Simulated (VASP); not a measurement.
Set up this calculation in VASP 6.6.1, as the native input.

| Property | Result |
| --- | --- |
| Task | single point |
| Functional | PBE |
| Potentials or basis | VASP PAW PBE potentials, release 64 (C) |
| Cutoff | 520 eV |
| k mesh | 1 × 1 × 13 |
| Occupations | gaussian, width 0.05 eV |
| Spin | collinear spin |
| Starting moments | [0.3, 0.3, 0.3, 0.3, 0.3, 0.3, 0.3, 0.3, 0.3, 0.3, 0.3, 0.3, 0.3, 0.3, 0.3] μB |
| Dipole correction | no |
| Further INCAR settings | LREAL = Auto; ALGO = Normal; EDIFF = 1e-07; NBANDS = 47 |

The structure of C lies in POSCAR:

```
C
1.0
   14.1000000000      0.0000000000      0.0000000000
    0.0000000000     14.7000000000      0.0000000000
    0.0000000000      0.0000000000      2.4511070298
C
15
Direct
    0.5000000000      0.4700809945      0.0000000000
    0.6417046633      0.5798290500      0.0000000000
    0.5545295723      0.3458853823      0.0000000000
    0.4055433990      0.6069991067      0.5000000000
    0.3931601398      0.3581600897      0.5000000000
    0.5000000000      0.6528358252      0.5000000000
    0.5000000000      0.5061225215      0.5000000000
    0.5944566010      0.6069991067      0.5000000000
    0.6068398602      0.3581600897      0.5000000000
    0.3290886229      0.4361382996      0.5000000000
    0.6709113771      0.4361382996      0.5000000000
    0.3214847386      0.4869897030      0.0000000000
    0.6785152614      0.4869897030      0.0000000000
    0.3582953367      0.5798290500      0.0000000000
    0.4454704277      0.3458853823      0.0000000000
```

One way to write it, as run:

INCAR

```
SYSTEM = C
  PREC = Accurate
  ENCUT = 520
  EDIFF = 1E-7
  ISMEAR = 0
  SIGMA = 0.05
  LREAL = Auto
  LASPH = .TRUE.
  NELM = 150
  ALGO = Normal
  ISIF = 2
  LWAVE = .FALSE.
  LCHARG = .FALSE.
  ISPIN = 2
  MAGMOM = 0.3 0.3 0.3 0.3 0.3 0.3 0.3 0.3 0.3 0.3 0.3 0.3 0.3 0.3 0.3
  LORBIT = 11
  GGA = PE
  NBANDS = 47
```

KPOINTS

```
Automatic mesh
0
G
  1 1 13
  0 0 0
```

Potentials or basis: VASP PAW PBE potentials, release 64 (C).

Launch:

```sh
$ cat potpaw_PBE.64/C/POTCAR > POTCAR
$ mpirun -np 1 vasp_std > vasp.out
```

It gave:

- Largest force: 0.029 eV/Å
- Band gap on the k mesh: 0.62 eV
- Net moment: 0.00 μB per cell
- Valence electrons inside the program's atomic spheres: C 2.68, 2.58, 2.54, 2.60, 2.32, 2.64, 2.59 (each value once)

Wall time 9 min on 1 thread of Intel(R) Xeon(R) Platinum 8259CL CPU @ 2.50GHz (Skylake/Cascade Lake) (shared host), peak memory 0.73 GiB.
